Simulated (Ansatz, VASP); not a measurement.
**Ga: VASP beside Ansatz**

```
CELL_PARAMETERS angstrom
1.47900 -4.14630 0.00000
1.47900 4.14630 0.00000
0.00000 0.00000 3.17000
ATOMIC_POSITIONS crystal
Ga 0.86700 0.13300 0.25000
Ga 0.13300 0.86700 0.75000
```

Change from the starting cell: strain +0.0200 x Voigt [1, 1, 0, 0, 0, 0], atoms carried along.

Alike in both runs: task single point; functional r2SCAN; k mesh 18 × 18 × 16; occupations gaussian, width 0.15 eV; no spin polarisation.

|  | VASP | Ansatz |
| --- | --- | --- |
| version | VASP 6.6.1 | Ansatz 0.2.0 |
| potentials or method | VASP PAW PBE potentials, release 64 (Ga_d), cutoff 520 eV | scalar-relativistic, plane waves, PAW |
| valence electrons in the cell | 26 | 26 |

VASP gave:

```
gap on the k mesh at the Fermi level (eV)                     : none
pressure (GPa)                                                : -3.2
traceless stress, the component that is largest in VASP (GPa) : 2.04
rms of the force components (eV/Å)                            : 0.127
```

Question: Which values does Ansatz return?

Answer: gap on the k mesh at the Fermi level (eV): none; pressure (GPa): -3.2; traceless stress, the component that is largest in VASP (GPa): 2.07; rms of the force components (eV/Å): 0.129.

VASP's potentials were made for PBE, not for r2SCAN. Atom by atom the forces differ by 0.003 eV/Å (rms over components). A gap of «none» marks a metal or a gap that the smearing closes. The functional is the same, so the differences come from potentials, cutoffs and numerics.
